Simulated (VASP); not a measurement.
Here is a VASP 6.6.1 calculation.

INCAR

```
  ALGO = Normal
  EDIFF = 1E-6
  ENCUT = 500
  GGA = PS
  GGA_COMPAT = False
  ISIF = 2
  ISMEAR = -1
  LASPH = True
  LCHARG = False
  LREAL = False
  LWAVE = False
  NBANDS = 20
  NELM = 120
  PREC = Accurate
  SIGMA = 0.03
```

KPOINTS

```
k-points
0
Gamma
  8 8 5
```

File POSCAR:

```
CdI2
1.0
    4.2439992147      0.0000000000      0.0000000000
   -2.1219996073      3.6754111335      0.0000000000
    0.0000000000      0.0000000000      6.7904100000
Cd I
1 2
Direct
    0.0000000000      0.0000000000      0.0000000000
    0.3333333333      0.6666666667      0.2492000000
    0.6666666667      0.3333333333      0.7508000000
```

Potentials or basis: VASP PAW PBE potentials, release 64 (Cd, I).

Command:

```console
$ cat potpaw_PBE.64/Cd/POTCAR potpaw_PBE.64/I/POTCAR > POTCAR
$ mpirun -np 1 vasp_std > vasp.out
```

Problem. Estimate the band gap on the k mesh.

Solution. 2.33 eV, indirect (least direct gap 2.47 eV).

Problem. Predict the largest force.

Solution. 0.008 eV/Å.

Problem. Estimate the pressure.

Solution. 0.1 GPa.

Stress tensor (GPa, compression positive):
```
-0.08  0.00  0.00
 0.00 -0.08  0.00
 0.00  0.00  0.32
```

Caveat: the cell differs from its parent crystal (zz strain of -1 %); the PAW data sets were made with another functional, which shifts forces and pressure a little; spin-orbit coupling is left out, which moves the levels of the heavy elements; this functional lacks dispersion, which binds the layers, so the pressure and a relaxed spacing across them are unreliable. A k mesh can miss the band edges.
